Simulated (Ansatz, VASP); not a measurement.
One calculation of RbBr, two programs

The input INCAR:

```
PREC = Accurate
ENCUT = 500
EDIFF = 1E-6
ISMEAR = 0
SIGMA = 0.01
LREAL = F
LASPH = T
NELM = 120
ALGO = Normal
ISIF = 2
LWAVE = F
LCHARG = T
GGA = PS
LELF = T
LVHAR = T
NBANDS = 15
GGA_COMPAT = F
```

File KPOINTS:

```
regular mesh
0
Gamma
  4 4 4
```

File POSCAR:

```
RbBr
1.0
    0.0000000000      3.8694968646      3.8694968646
    3.8694968646      0.0000000000      3.8694968646
    3.8694968646      3.8694968646      0.0000000000
Rb Br
1 1
Direct
    0.0000000000      0.0000000000      0.0000000000
    0.2500000000      0.2500000000      0.2500000000
```

Input for Ansatz:

```yaml
crystal:
  lattice:
    - [0.0, 3.8694968646, 3.8694968646]
    - [3.8694968646, 0.0, 3.8694968646]
    - [3.8694968646, 3.8694968646, 0.0]
  atoms:
    - { symbol: Rb, position: [0.0, 0.0, 0.0] }
    - { symbol: Br, position: [0.25, 0.25, 0.25] }
kpoints:
  mp_grid: { grid: [4, 4, 4] }
hamiltonian:
  xc: pbesol
  pseudopotentials: { kind: paw, source: ansatz }
scf:
  occupations: { method: fixed }
  n_extra_bands: 4
output:
  forces: true
  stress: true
  eigenvalues: true
```

Alike in both runs: task single point; functional PBEsol; k mesh 4 × 4 × 4; no spin polarisation.

```csv
,VASP,Ansatz
version,VASP 6.6.1,Ansatz 0.2.0
potentials or method,"VASP PAW PBE potentials, release 64 (Rb_sv, Br)",plane waves
plane-wave cutoff (eV),500,680
occupations,"gaussian, width 0.01 eV",fixed
valence electrons in the cell,16,26
```

|  | VASP | Ansatz | Ansatz less VASP |
| --- | --- | --- | --- |
| gap on the k mesh at the Fermi level (eV) | 4.12 | 4.12 | +0.001 |
| pressure (GPa) | -0.3 | -0.3 | -0.01 |

VASP's potentials were made for PBE, not for PBEsol. VASP's potentials hold 16 valence electrons a cell and Ansatz's 26, so a difference there can come from the potentials and not from the codes.
